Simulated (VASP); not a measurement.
Runs of VASP 6.6.1 on C. The structure is that of space group P6_3/mmc (No. 194), or close to it. The cells are those of the table. 

| task | level | potentials or basis | cell | k mesh | cutoff (eV) | smearing | gap on the mesh (eV) | pressure (GPa) | relaxed volume (Å³/atom) | largest force (eV/Å) |
| --- | --- | --- | --- | --- | --- | --- | --- | --- | --- | --- |
| relaxation of cell and atoms | PBE | VASP PAW PBE potentials, release 64 (C) | relaxed from a = 2.482, b = 2.482, c = 4.053 Å, angles 90.0, 90.0, 120.0°, 4 atoms | 12 × 12 × 6 | 600 | fermi-dirac 0.02 eV | (c) | 0.0 | (b) | - |
| relaxation of cell and atoms | LDA | VASP PAW LDA potentials, release 64 (C) | relaxed from a = 2.512, b = 2.512, c = 4.180 Å, angles 90.0, 90.0, 120.0°, 4 atoms | 12 × 12 × 6 | 600 | fermi-dirac 0.02 eV | 3.01 | 0.0 | 5.53 | - |
| single point | PBE | VASP PAW PBE potentials, release 64 (C) | a = 2.503, b = 2.503, c = 4.169 Å, angles 90.0, 90.0, 120.0°, 4 atoms | 6 × 6 × 4 | 520 | gaussian 0.01 eV | 3.31 | 4.9 | - | 0.01 |
| single point | PBE | VASP PAW PBE potentials, release 64 (C) | a = 2.503, b = 2.503, c = 4.169 Å, angles 90.0, 90.0, 120.0°, 4 atoms | 12 × 12 × 6 | 520 | fermi-dirac 0.02 eV | 3.31 | 4.8 | - | 0.02 |
| single point | r2SCAN | VASP PAW PBE potentials, release 64 (C) | a = 2.503, b = 2.503, c = 4.169 Å, angles 90.0, 90.0, 120.0°, 4 atoms | 12 × 12 × 6 | 520 | fermi-dirac 0.02 eV | 3.56 | (a) | - | 0.01 |

Alike in all rows: no spin polarisation.

Q: Fill in the values left out.

A: (a) 1.1; (b) 5.71; (c) 3.34.

Caveats: some runs use coarse meshes; the PAW data sets were made with another functional, which shifts forces and pressure a little (some runs).

A k mesh can miss the band edges.
